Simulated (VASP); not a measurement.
A run of VASP 6.6.1 is set up as follows.

INCAR

```
PREC = Accurate ; ENCUT = 600
EDIFF = 1E-7 ; ISMEAR = -1
SIGMA = 0.05 ; LREAL = False
LASPH = True ; NELM = 60
ALGO = Normal ; ISIF = 8
LWAVE = False ; LCHARG = False
GGA = PS ; IBRION = 2
NSW = 80 ; EDIFFG = -0.02
```

File KPOINTS:

```
regular mesh
0
Gamma
  9 9 9
```

File POSCAR:

```
RbTl3
1.0
    0.0000000000      4.1180000000      4.1180000000
    4.1180000000      0.0000000000      4.1180000000
    4.1180000000      4.1180000000      0.0000000000
Rb Tl
1 3
Direct
    0.0000000000      0.0000000000      0.0000000000
    0.2500000000      0.2500000000      0.2500000000
    0.7500000000      0.7500000000      0.7500000000
    0.5000000000      0.5000000000      0.5000000000
```

Potentials or basis: VASP PAW PBE potentials, release 64 (Rb_sv, Tl_d).

Launch:

```console
$ cat potpaw_PBE.64/Rb_sv/POTCAR potpaw_PBE.64/Tl_d/POTCAR > POTCAR
$ mpirun -np 1 vasp_std > vasp.out
```

(1) Predict the space group after relaxing (to 0.1 Å).

(2) Predict the relaxed cell.

Results:

(1) Fm-3m (No. 225).

(2) a = 5.628 Å, b = 5.628 Å, c = 5.628 Å, α = 60.00°, β = 60.00°, γ = 60.00°.
